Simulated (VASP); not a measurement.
Write the native input for VASP 6.6.1 that does the following.

```yaml
Task: single point
Functional: PBE
Potentials_or_basis: VASP PAW PBE potentials, release 64 (Mg, O)
Cutoff: 520 eV
k_mesh: 6 × 6 × 6
Occupations: gaussian, width 0.01 eV
Spin: no spin polarisation
Dipole_correction: no
Further_INCAR_settings: ALGO = Normal; EDIFF = 1e-06; NBANDS = 11
```

The structure of MgO lies in POSCAR:

```
MgO
1.0
    0.0000000000      2.1021674163      2.1021674163
    2.1021674163      0.0000000000      2.1021674163
    2.1021674163      2.1021674163      0.0000000000
Mg O
1 1
Direct
    0.0000000000      0.0000000000      0.0000000000
    0.5000000000      0.5000000000      0.5000000000
```

The input as run:

INCAR

```
PREC     = Accurate       # precision mode
ENCUT    = 520            # plane-wave cutoff, eV
EDIFF    = 1E-6           # SCF threshold, eV
ISMEAR   = 0              # smearing method
SIGMA    = 0.01           # smearing width, eV
LREAL    = False          # projectors in reciprocal space
LASPH    = True           # aspherical terms in the spheres
NELM     = 80             # most SCF steps
ALGO     = Normal         # electronic algorithm
ISIF     = 2              # what is computed and relaxed
LWAVE    = False          # write WAVECAR
LCHARG   = False          # write CHGCAR
GGA      = PE             # functional
NBANDS   = 11             # bands
```

KPOINTS

```
regular mesh
0
Gamma
  6 6 6
```

Potentials or basis: VASP PAW PBE potentials, release 64 (Mg, O).

Command:

```sh
$ cat potpaw_PBE.64/Mg/POTCAR potpaw_PBE.64/O/POTCAR > POTCAR
$ mpirun -np 1 vasp_std > vasp.out
```

Results of the run:

- Pressure: 4.9 GPa
- Band gap on the k mesh: 4.78 eV, direct

Caveat: the k points lie up to 0.43 Å⁻¹ apart.

It took 2.4 s on 1 thread of Intel(R) Xeon(R) 6975P-C (Granite Rapids), with other jobs on the host, peak memory 0.13 GiB.
